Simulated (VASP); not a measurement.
Set up this calculation in VASP 6.6.1, as the native input.

```yaml
Task: relaxation of cell and atoms
Functional: PBEsol
Dispersion: D3(BJ)
Potentials_or_basis: VASP PAW PBE potentials, release 64 (Ca_sv)
Cutoff: 600 eV
k_mesh: 9 × 9 × 9
Occupations: fermi-dirac, width 0.05 eV
Spin: no spin polarisation
Dipole_correction: no
Further_INCAR_settings: ALGO = Normal; EDIFF = 1e-07; IBRION = 2; EDIFFG = -0.01; NSW = 60; ISIF = 3
```

The structure of Ca lies in POSCAR:

```
Ca
1.0
   -2.0964874600      2.1017318100      2.4453524600
    2.0964874600     -2.1017318100      2.4453524600
    2.0964874600      2.1017318100     -2.4453524600
Ca
1
Direct
    0.5000000000      0.5000000000      0.0000000000
```

These files were run (other wordings do the same):

INCAR

```
ALGO     = Normal         # electronic algorithm
EDIFF    = 1E-7           # SCF threshold, eV
EDIFFG   = -0.01          # ionic threshold
ENCUT    = 600            # plane-wave cutoff, eV
GGA      = PS             # functional
IBRION   = 2              # ionic algorithm
ISIF     = 3              # what is computed and relaxed
ISMEAR   = -1             # smearing method
IVDW     = 12             # dispersion correction
LASPH    = T              # aspherical terms in the spheres
LCHARG   = F              # write CHGCAR
LREAL    = F              # projectors in reciprocal space
LWAVE    = F              # write WAVECAR
NELM     = 100            # most SCF steps
NSW      = 60             # ionic steps
PREC     = Accurate       # precision mode
SIGMA    = 0.05           # smearing width, eV
```

KPOINTS

```
k-points
0
Gamma
  9 9 9
```

Potentials or basis: VASP PAW PBE potentials, release 64 (Ca_sv).

The run is started by

```console
$ cat potpaw_PBE.64/Ca_sv/POTCAR > POTCAR
$ mpirun -np 1 vasp_std > vasp.out
```

It gave:

```json
{"Relaxed volume": "38.29 Å³/atom", "Relaxed cell": "a = 3.782 Å, b = 3.782 Å, c = 3.782 Å, α = 119.98°, β = 119.93°, γ = 90.08°", "Space group after relaxing (to 0.1 Å)": "Fm-3m (No. 225)", "Energy gained by relaxing": "40.5 meV/atom", "Ionic steps": "17", "Pressure after relaxing": "0.0 GPa", "Band gap on the k mesh": "zero (bands 5 and 6 overlap by 0.02 eV)", "Dispersion energy per atom": "-0.265 eV"}
```

Caveat: the PAW data sets were made with another functional, which shifts forces and pressure a little.

Wall time 9.7 min on 1 thread of Intel(R) Xeon(R) Platinum 8259CL CPU @ 2.50GHz (Skylake/Cascade Lake), with other jobs on the host, peak memory 0.25 GiB.
